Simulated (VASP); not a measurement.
The system is InGa2As3.

```
In Ga As
1.0
     5.96351   -3.44303    0.00000
     5.96351    3.44303    0.00000
     0.00000    0.00000    6.53678
In Ga As
2 4 6
Direct
  0.33333 0.66667 0.00059
  0.66667 0.33333 0.50059
  0.00000 0.33333 0.00059
  0.66667 0.00000 0.00059
  0.00000 0.66667 0.50059
  0.33333 0.00000 0.50059
  0.00000 0.33333 0.37491
  0.33333 0.66667 0.37491
  0.66667 0.00000 0.37491
  0.66667 0.33333 0.87491
  0.00000 0.66667 0.87491
  0.33333 0.00000 0.87491
```

- Program: VASP 6.6.1
- Task: relaxation of cell and atoms
- Functional: PBE
- Potentials or basis: VASP PAW PBE potentials, release 64 (In_d, Ga_d, As)
- Cutoff: 600 eV
- k mesh: 3 × 3 × 4
- Occupations: gaussian, width 0.1 eV
- Spin: no spin polarisation

At the start: pressure 11.4 GPa; volume 22.37 Å³/atom.

Task: How do energy, volume and symmetry change on relaxing?

Result: Over 8 steps the energy falls by 156.8 meV/atom and the volume is 25.62 Å³/atom (+14.5 %); space group Cmc2_1 (No. 36, to 0.1 Å) before and after.

Step by step:
| step | energy change (eV) | largest force (eV/Å) | pressure (GPa) | volume (Å³) |
| --- | --- | --- | --- | --- |
| 1 | 0.0000 | 2.0196 | 11.45 | 268.43 |
| 2 | -1.4400 | 0.3789 | -3.85 | 335.42 |
| 3 | -1.7005 | 0.7209 | -0.71 | 313.10 |
| 4 | -1.8034 | 0.4353 | -0.30 | 309.79 |
| 5 | -1.8655 | 0.1970 | 0.49 | 304.47 |
| 6 | -1.8787 | 0.0794 | -0.10 | 307.80 |
| 7 | -1.8787 | 0.0830 | -0.06 | 307.65 |
| 8 | -1.8813 | 0.0334 | -0.05 | 307.47 |

Final structure:
```
In Ga As
1.0
     6.23757   -3.60194    0.00000
     6.23757    3.60194    0.00000
     0.00000    0.00000    6.84255
In Ga As
2 4 6
Cartesian
  6.2376 1.2296 6.8388
  6.2376 -1.2296 3.4175
  2.1077 1.1847 0.0073
  10.3674 1.1847 0.0073
  10.3674 -1.1847 3.4286
  2.1077 -1.1847 3.4286
  2.1955 1.1351 2.5139
  6.2376 1.3350 2.6693
  10.2797 1.1351 2.5139
  6.2376 -1.3350 6.0906
  10.2797 -1.1351 5.9352
  2.1955 -1.1351 5.9352
```
